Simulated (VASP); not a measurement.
Input of a VASP 6.6.1 run:

Contents of INCAR:

```
PREC = Accurate
ENCUT = 750
EDIFF = 1E-6
ISMEAR = -1
SIGMA = 0.035
LREAL = F
LASPH = T
NELM = 200
ALGO = Normal
ISIF = 2
LWAVE = F
LCHARG = F
LDAU = T
LDAUTYPE = 2
LDAUL = -1 1
LDAUU = 0 2
LDAUJ = 0 0
LDAUPRINT = 1
GGA = RP
NBANDS = 12
GGA_COMPAT = F
```

The input KPOINTS:

```
regular mesh
0
Gamma
  10 10 10
```

Contents of POSCAR:

```
LiF
1.0
    0.0000000000      2.0417135738      2.0417135738
    2.0417135738      0.0000000000      2.0417135738
    2.0417135738      2.0417135738      0.0000000000
Li F
1 1
Direct
    0.0000000000      0.0000000000      0.0000000000
    0.5000000000      0.5000000000      0.5000000000
```

Potentials or basis: VASP PAW PBE potentials, release 64 (Li_sv, F).

Run with:

```console
$ cat potpaw_PBE.64/Li_sv/POTCAR potpaw_PBE.64/F/POTCAR > POTCAR
$ mpirun -np 1 vasp_std > vasp.out
```

(1) What does it give for the band gap on the k mesh?

(2) Estimate the pressure.

Answers

(1) 9.27 eV.

(2) 1.3 GPa.

Caveat: the PAW data sets were made with another functional, which shifts forces and pressure a little.
